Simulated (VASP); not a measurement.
# KF (Carobbiite) (Fm-3m) in VASP: further runs

Runs on KF (Carobbiite). Level: PBE. Tasks: single point.

All numbers are computed with VASP 6.6.1; they aren't measurements. Logs are shortened: lines on timing, memory, paths and dates and some standing lists are left out, and cuts for length are marked.

**1. The cell of the first run**

It takes space group Fm-3m (No. 225, cubic). Conventional cell: a = 3.937 Å, b = 3.937 Å, c = 3.937 Å, α = 90.00°, β = 90.00°, γ = 90.00°. K (site symmetry m-3m) has 6 F at 1.97 Å within 2.6 Å. Within 2.6 Å of F (site symmetry m-3m) lie 6 K at 1.97 Å.

**2. Single point, PBE**

Input file INCAR:

```
  ALGO = Normal
  EDIFF = 1E-6
  ENCUT = 520
  GGA = PE
  ISIF = 2
  ISMEAR = -1
  LASPH = True
  LCHARG = True
  LELF = True
  LREAL = False
  LVHAR = True
  LWAVE = False
  NBANDS = 15
  NELM = 80
  PREC = Accurate
  SIGMA = 0.03
```

Input file KPOINTS:

```
k-points
0
Gamma
  9 9 9
```

Input file POSCAR:

```
KF
1.0
    0.0000000000      1.9686359119      1.9686359119
    1.9686359119      0.0000000000      1.9686359119
    1.9686359119      1.9686359119      0.0000000000
K F
1 1
Direct
    0.0000000000      0.0000000000      0.0000000000
    0.5000000000      0.5000000000      0.5000000000
```

Potentials or basis: VASP PAW PBE potentials, release 64 (K_sv, F).

Started as:

```
$ cat potpaw_PBE.64/K_sv/POTCAR potpaw_PBE.64/F/POTCAR > POTCAR
$ mpirun -np 1 vasp_std > vasp.out
```

OUTCAR:

```text
EDIFF = 1E-6
   ENCUT = 520
   GGA = PE
   ISIF = 2
   ISMEAR = -1
   LASPH = True
   LREAL = False
   NELM = 80
   PREC = Accurate

 ion  position               nearest neighbor table
   1  0.000  0.000  0.000-   2 1.97   2 1.97   2 1.97   2 1.97   2 1.97   2 1.97
   2  0.500  0.500  0.500-   1 1.97   1 1.97   1 1.97   1 1.97   1 1.97   1 1.97

  LATTYP: Found a face centered cubic cell.
 ALAT       =     3.9372718238

  Lattice vectors:

 A1 = (   0.0000000000,   1.9686359119,   1.9686359119)
 A2 = (   1.9686359119,   0.0000000000,   1.9686359119)
 A3 = (   1.9686359119,   1.9686359119,   0.0000000000)

Analysis of symmetry for initial positions (statically):
=====================================================================
 Subroutine PRICEL returns:
 Original cell was already a primitive cell.

 Routine SETGRP: Setting up the symmetry group for a
 face centered cubic supercell.

 Subroutine GETGRP returns: Found 48 space group operations
 (whereof 48 operations were pure point group operations)
 out of a pool of 48 trial point group operations.

The static configuration has the point symmetry O_h .

Analysis of symmetry for dynamics (positions and initial velocities):
=====================================================================
 Subroutine PRICEL returns:
 Original cell was already a primitive cell.

 Routine SETGRP: Setting up the symmetry group for a
 face centered cubic supercell.

 Subroutine GETGRP returns: Found 48 space group operations
 (whereof 48 operations were pure point group operations)
 out of a pool of 48 trial point group operations.

The dynamic configuration has the point symmetry O_h .

 Subroutine INISYM returns: Found 48 space group operations
 (whereof 48 operations are pure point group operations),
 and found     1 'primitive' translations

----------------------------------------------------------------------------------------

                                     Primitive cell

  volume of cell :      15.2590

  direct lattice vectors                    reciprocal lattice vectors
     0.000000000  1.968635912  1.968635912    -0.253982972  0.253982972  0.253982972
     1.968635912  0.000000000  1.968635912     0.253982972 -0.253982972  0.253982972
     1.968635912  1.968635912  0.000000000     0.253982972  0.253982972 -0.253982972

  length of vectors
     2.784071606  2.784071606  2.784071606     0.439911412  0.439911412  0.439911412

  position of ions in fractional coordinates (direct lattice)
     0.000000000  0.000000000  0.000000000
     0.500000000  0.500000000  0.500000000

  ion indices of the primitive-cell ions
   primitive index   ion index
                 1           1
                 2           2

----------------------------------------------------------------------------------------

 KPOINTS: k-points

Automatic generation of k-mesh.
 Grid dimensions read from file:
 generate k-points for:    9    9    9

 Generating k-lattice:

  Cartesian coordinates                     Fractional coordinates (reciprocal lattice)
    -0.028220330  0.028220330  0.028220330     0.111111111  0.000000000  0.000000000
     0.028220330 -0.028220330  0.028220330     0.000000000  0.111111111  0.000000000
     0.028220330  0.028220330 -0.028220330     0.000000000  0.000000000  0.111111111

  Length of vectors
     0.048879046  0.048879046  0.048879046

  Shift w.r.t. Gamma in fractional coordinates (k-lattice)
     0.000000000  0.000000000  0.000000000

 Subroutine IBZKPT returns following result:
 ===========================================

 Found     35 irreducible k-points:

 Following reciprocal coordinates:
            Coordinates               Weight
  0.000000  0.000000  0.000000      1.000000
  0.111111  0.000000  0.000000      8.000000
  0.222222  0.000000  0.000000      8.000000
  0.333333  0.000000  0.000000      8.000000
  0.444444  0.000000  0.000000      8.000000
  0.111111  0.111111  0.000000      6.000000
[... 16 lines left out ...]
 -0.333333  0.333333  0.000000     12.000000
  0.444444  0.444444  0.000000      6.000000
 [... further k-points ...]
   k-points           NKPTS =     35   k-points in BZ     NKDIM =     35   number of bands    NBANDS=     15
   number of dos      NEDOS =    301   number of ions     NIONS =      2
   total plane-waves  NPLWV =  13824
   dimension x,y,z NGX =    24 NGY =   24 NGZ =   24
   dimension x,y,z NGXF=    48 NGYF=   48 NGZF=   48
   ions per type =               1   1
   NGX,Y,Z   is equivalent  to a cutoff of  14.33, 14.33, 14.33 a.u.
   NGXF,Y,Z  is equivalent  to a cutoff of  28.66, 28.66, 28.66 a.u.
 SYSTEM =  unknown system
   PREC   = accura    normal or accurate (medium, high low for compatibility)
   ISTART =      0    job   : 0-new  1-cont  2-samecut
   ICHARG =      2    charge: 1-file 2-atom 10-const
   ISPIN  =      1    spin polarized calculation?
   LNONCOLLINEAR =      F non collinear calculations
   LSORBIT =      F    spin-orbit coupling
   LASPH  =      T    aspherical Exc in radial PAW
   ENCUT  =  520.0 eV  38.22 Ry    6.18 a.u.   5.18  5.18  5.18*2*pi/ulx,y,z
   NELM   =     80;   NELMIN=  2; NELMDL= -5     # of ELM steps
   EDIFF  = 0.1E-05   stopping-criterion for ELM
   LREAL  =      F    real-space projection
   EDIFFG = 0.1E-04   stopping-criterion for IOM
   NSW    =      0    number of steps for IOM
   IBRION =     -1    ionic relax: 0-MD 1-quasi-New 2-CG
   NFREE  =      0    steps in history (QN), initial steepest desc. (CG)
   ISIF   =      2    stress and relaxation
   ISYM   =      2    0-nonsym 1-usesym 2-fastsym
   POTIM  = 0.5000    time-step for ionic-motion
   TEBEG  =    0.0;   TEEND  =   0.0 temperature during run
   PSTRESS=    0.0 pullay stress
   NELECT =      16.0000    total number of electrons
   NUPDOWN=      -1.0000    fix difference up-down
   EMIN   =  10.00;   EMAX   =-10.00  energy-range for DOS
   EFERMI =   0.00;   METHOD = LEGACY
   ISMEAR =    -1;   SIGMA  =   0.03  broadening in eV -4-tet -1-fermi 0-gaus
   EFERMI_NEDOS =   21; number of points for ismear=-14 and -15
   IALGO  =     38    algorithm
   IMIX   =      4    mixing-type and parameters
     AMIX     =   0.40;   BMIX     =  1.00
     AMIX_MAG =   1.60;   BMIX_MAG =  1.00
  volume/ion in A,a.u.               =       7.63        51.49
  Fermi-wavevector in a.u.,A,eV,Ry     =   1.663181  3.142956 37.636026  2.766170
  Thomas-Fermi vector in A             =   2.749942
   LORBIT       =      0    0 simple, 1 ext, 2 COOP (PROOUT), +10 PAW based schemes
   GGA     = PE    functional components
   LHFCALC =     F    Hartree Fock is set to
   AEXX    =    0.0000 exact exchange contribution
   IVDW    =     0    specifies the selected vdW correction
   LEPSILON=     F    determine dielectric tensor
   LRPA    =     F    only Hartree local field effects (RPA)
 non-spin polarized calculation
  energy-cutoff  :      520.00
  volume of cell :       15.26
 maximum number of plane-waves:       424
 NGX is ok and might be reduce to    24

 number of electron      16.0000004 magnetization

 Free energy of the ion-electron system (eV)
  ---------------------------------------------------
  ext. energy  EPLUGINS =         0.00000000
  ---------------------------------------------------
  free energy    TOTEN  =         0.76559843 eV

  energy without entropy =        0.76559843  energy(sigma->0) =        0.76559843

 E-fermi :   6.1356     XC(G=0): -13.4493

 val. band max:        5.3768884195   @ k =  -0.4444   0.4444   0.0000
 cond. band min:       9.2852398150   @ k =   0.4444   0.4444   0.0000
 fundamental gap:      3.9083513955
 Fermi energy:         6.1355751223

 k-point     1 :       0.0000    0.0000    0.0000
  band No.  band energies     occupation
      1     -25.5641      2.00000
      2     -14.5818      2.00000
      3      -4.6974      2.00000
      4      -4.6974      2.00000
      5      -4.6974      2.00000
      6       3.0638      2.00000
      7       3.0638      2.00000
      8       3.0638      2.00000
      9      14.3388      0.00000
     10      14.3388      0.00000
     11      14.3388      0.00000
     12      17.4815      0.00000
     13      17.9627      0.00000
     14      17.9627      0.00000
     15      25.0499      0.00000

 k-point     2 :       0.1111    0.0000    0.0000
  band No.  band energies     occupation
      1     -25.3282      2.00000
      2     -15.0179      2.00000
      3      -4.6776      2.00000
      4      -4.6725      2.00000
      5      -4.6725      2.00000
      6       2.6614      2.00000
      7       2.6614      2.00000
      8       2.7111      2.00000
      9      14.1467      0.00000
     10      14.7810      0.00000
     11      14.7810      0.00000
     12      18.1537      0.00000
     13      18.6228      0.00000
     14      18.6228      0.00000
     15      26.5008      0.00000

 k-point     3 :       0.2222    0.0000    0.0000
  band No.  band energies     occupation
      1     -24.6394      2.00000
      2     -16.1943      2.00000
      3      -4.6446      2.00000
      4      -4.5881      2.00000
      5      -4.5881      2.00000
      6       1.7155      2.00000
      7       1.7155      2.00000
      8       1.9000      2.00000
      9      14.0582      0.00000
     10      16.0076      0.00000
     11      16.0076      0.00000
     12      19.8129      0.00000
     13      20.2994      0.00000
     14      20.2994      0.00000
     15      29.9045      0.00000
[... 343 lines left out ...]
 k-point    23 :      -0.3333    0.3333    0.0000
  band No.  band energies     occupation
      1     -21.6199      2.00000
      2     -18.9556      2.00000
      3      -8.9932      2.00000
      4      -5.8547      2.00000
      5      -5.7310      2.00000
      6       1.8416      2.00000
      7       2.1206      2.00000
      8       4.8032      2.00000
      9      13.8479      0.00000
     10      16.9137      0.00000
     11      20.3684      0.00000
     12      20.9134      0.00000
     13      23.4748      0.00000
     14      30.3004      0.00000
     15      31.7849      0.00000

 k-point    24 :       0.4444    0.4444    0.0000
  band No.  band energies     occupation
      1     -22.1269      2.00000
      2     -17.4474      2.00000
      3      -9.9226      2.00000
      4      -7.0206      2.00000
      5      -7.0206      2.00000
      6       4.2846      2.00000
      7       4.2846      2.00000
      8       5.1400      2.00000
      9       9.2852      0.00000
     10      19.7264      0.00000
     11      21.0227      0.00000
     12      23.0172      0.00000
     13      23.0172      0.00000
     14      24.5638      0.00000
     15      34.2068      0.00000

 [... further k-points ...]

------------------------ aborting loop because EDIFF is reached ----------------------------------------

  FORCE on cell =-STRESS in cart. coord.  units (eV):
  Direction    XX          YY          ZZ          XY          YZ          ZX
  --------------------------------------------------------------------------------------
  -------------------------------------------------------------------------------------
  Total       28.2845332     28.2845332     28.2845332      0.0000000      0.0000000      0.0000000
  in kB     2969.8423294   2969.8423294   2969.8423294      0.0000000      0.0000000      0.0000000
  external PRESSURE =    2969.8423294 kB  Pullay stress =       0.0000000 kB

 VOLUME and BASIS-vectors are now :
 -----------------------------------------------------------------------------
  energy-cutoff  :      520.00
  volume of cell :       15.26
      direct lattice vectors                 reciprocal lattice vectors
     0.000000000  1.968635912  1.968635912    -0.253982972  0.253982972  0.253982972
     1.968635912  0.000000000  1.968635912     0.253982972 -0.253982972  0.253982972
     1.968635912  1.968635912  0.000000000     0.253982972  0.253982972 -0.253982972

 POSITION                                       TOTAL-FORCE (eV/Angst)
 -----------------------------------------------------------------------------------
      0.00000      0.00000      0.00000        -0.000000      0.000000      0.000000
      1.96864      1.96864      1.96864         0.000000     -0.000000     -0.000000
 -----------------------------------------------------------------------------------
    total drift:                                0.000000     -0.000000      0.000000

  FREE ENERGIE OF THE ION-ELECTRON SYSTEM (eV)
  ---------------------------------------------------
  free  energy   TOTEN  =         0.7655984268 eV

  energy  without entropy=        0.7655984268  energy(sigma->0) =        0.76559843
```

Wall time 4.4 s (1 thread of Intel Xeon 6975P-C (Granite Rapids), shared host); peak memory 0.13 GiB.

Results:

| Property | Result |
| --- | --- |
| Free energy | 0.7656 eV |
| Pressure | 297.0 GPa |
| Band gap on the k mesh | 3.91 eV, indirect (least direct gap 4.15 eV) |

Levels at points of the mesh, in eV from the valence-band top:
| k point | band 6 | band 7 | band 8 | band 9 | band 10 | band 11 |
| --- | --- | --- | --- | --- | --- | --- |
| (0.00, 0.00, 0.00) | -2.31 | -2.31 | -2.31 | 8.96 | 8.96 | 8.96 |

A k mesh can miss the band edges. PBE gaps usually lie below the measured ones, often by a third to a half.

**3. Single point, PBE**

This run uses another cell than the first one, of 10.49 Å³/atom, 1.375 times its volume.

Input file INCAR:

```
ALGO = Normal
EDIFF = 1E-6
ENCUT = 520
GGA = PE
ISIF = 2
ISMEAR = -1
LASPH = T
LCHARG = F
LREAL = F
LWAVE = F
NBANDS = 15
NELM = 80
PREC = Accurate
SIGMA = 0.03
```

KPOINTS is that of step 2.

Input file POSCAR:

```
KF
1.0
    0.0000000000      2.1891035368      2.1891035368
    2.1891035368      0.0000000000      2.1891035368
    2.1891035368      2.1891035368      0.0000000000
K F
1 1
Direct
    0.0000000000      0.0000000000      0.0000000000
    0.5000000000      0.5000000000      0.5000000000
```

Potentials or basis: VASP PAW PBE potentials, release 64 (K_sv, F).

Started as:

```
$ cat potpaw_PBE.64/K_sv/POTCAR potpaw_PBE.64/F/POTCAR > POTCAR
$ mpirun -np 1 vasp_std > vasp.out
```

Wall time 3.8 s (1 thread of Intel Xeon 6975P-C (Granite Rapids), shared host); peak memory 0.13 GiB.

It converged, with:

```yaml
Free_energy: -5.3889 eV
Pressure: 91.6 GPa
Band_gap_on_the_k_mesh: 6.90 eV, indirect (least direct gap 7.04 eV)
```

Levels at points of the mesh, in eV from the valence-band top:
| k point | band 4 | band 5 | band 6 | band 7 | band 8 | band 9 | band 10 | band 11 | band 12 | band 13 |
| --- | --- | --- | --- | --- | --- | --- | --- | --- | --- | --- |
| (0.00, 0.00, 0.00) | -8.62 | -8.62 | -0.91 | -0.91 | -0.91 | 9.76 | 10.81 | 10.81 | 10.81 | 13.55 |

A k mesh can miss the band edges.

**4. Single point, PBE**

This run uses another cell than the first one, of 11.44 Å³/atom, 1.500 times its volume.

Input file INCAR:

```
SYSTEM = KF
PREC     = Accurate       ! precision mode
ENCUT    = 520            ! plane-wave cutoff, eV
EDIFF    = 1E-6           ! SCF threshold, eV
ISMEAR   = -1             ! smearing method
SIGMA    = 0.03           ! smearing width, eV
LREAL    = .FALSE.        ! projectors in reciprocal space
LASPH    = .TRUE.         ! aspherical terms in the spheres
NELM     = 100            ! most SCF steps
ALGO     = Normal         ! electronic algorithm
ISIF     = 2              ! what is computed and relaxed
LWAVE    = .FALSE.        ! write WAVECAR
LCHARG   = .FALSE.        ! write CHGCAR
GGA      = PE             ! functional
NBANDS   = 15             ! bands
```

Input file KPOINTS:

```
Automatic mesh
0
G
  9 9 9
  0 0 0
```

Input file POSCAR:

```
KF
1.0
    0.0000000000      2.2535255668      2.2535255668
    2.2535255668      0.0000000000      2.2535255668
    2.2535255668      2.2535255668      0.0000000000
K F
1 1
Direct
    0.0000000000      0.0000000000      0.0000000000
    0.5000000000      0.5000000000      0.5000000000
```

Started as:

```
$ cat potpaw_PBE.64/K_sv/POTCAR potpaw_PBE.64/F/POTCAR > POTCAR
$ mpirun -np 1 vasp_std > vasp.out
```

Run time: 4.4 s. Hardware: 1 thread of Intel Xeon 6975P-C (Granite Rapids), shared host; peak memory 0.13 GiB.

Results (log left out):

- Free energy: -6.3088 eV
- Pressure: 63.9 GPa
- Band gap on the k mesh: 7.42 eV, indirect (least direct gap 7.54 eV)

Levels at points of the mesh, in eV from the valence-band top:
```csv
k point,band 6,band 7,band 8,band 9,band 10,band 11
"(0.00, 0.00, 0.00)",-0.62,-0.62,-0.62,9.20,11.06,11.06
```

A k mesh can miss the band edges.

**5. Single point, PBE**

Input file INCAR:

```
  PREC = Accurate
  ENCUT = 520
  EDIFF = 1E-7
  ISMEAR = -1
  SIGMA = 0.03
  LREAL = False
  LASPH = True
  NELM = 80
  ALGO = Normal
  ISIF = 2
  LWAVE = False
  LCHARG = False
  GGA = PE
  NBANDS = 15
```

Input file KPOINTS:

```
Automatic mesh
0
Gamma
  9 9 9
```

POSCAR is that of step 4.

Started as:

```
$ cat potpaw_PBE.64/K_sv/POTCAR potpaw_PBE.64/F/POTCAR > POTCAR
$ mpirun -np 1 vasp_std > vasp.out
```

It took 4.3 s on 1 thread of Intel Xeon 6975P-C (Granite Rapids), shared host; peak memory 0.14 GiB.

The run converged. Its results:

| Item | Value |
| --- | --- |
| Free energy | -6.3088 eV |
| Pressure | 63.9 GPa |
| Band gap on the k mesh | 7.42 eV, indirect (least direct gap 7.54 eV) |

Levels at points of the mesh, in eV from the valence-band top:
```csv
k point,band 5,band 6,band 7,band 8,band 9,band 10,band 11,band 12
"(0.00, 0.00, 0.00)",-8.48,-0.62,-0.62,-0.62,9.20,11.06,11.06,11.06
```

A k mesh can miss the band edges.

**6. Summary**

| cell | gap on the mesh (eV) | pressure (GPa) |
| --- | --- | --- |
| a = 2.784 Å, angles 60.0°, 2 atoms | 3.91 | 297.0 |
| a = 3.096 Å, angles 60.0°, 2 atoms | 6.90 | 91.6 |
| a = 3.187 Å, angles 60.0°, 2 atoms | 7.42 | 63.9 |

Alike in all rows: task single point; level PBE; potentials or basis VASP PAW PBE potentials, release 64 (K_sv, F); no spin polarisation; k mesh 9 × 9 × 9; cutoff (eV) 520; smearing fermi-dirac 0.03 eV.

Absolute energies hang on the potentials; compare differences alone.
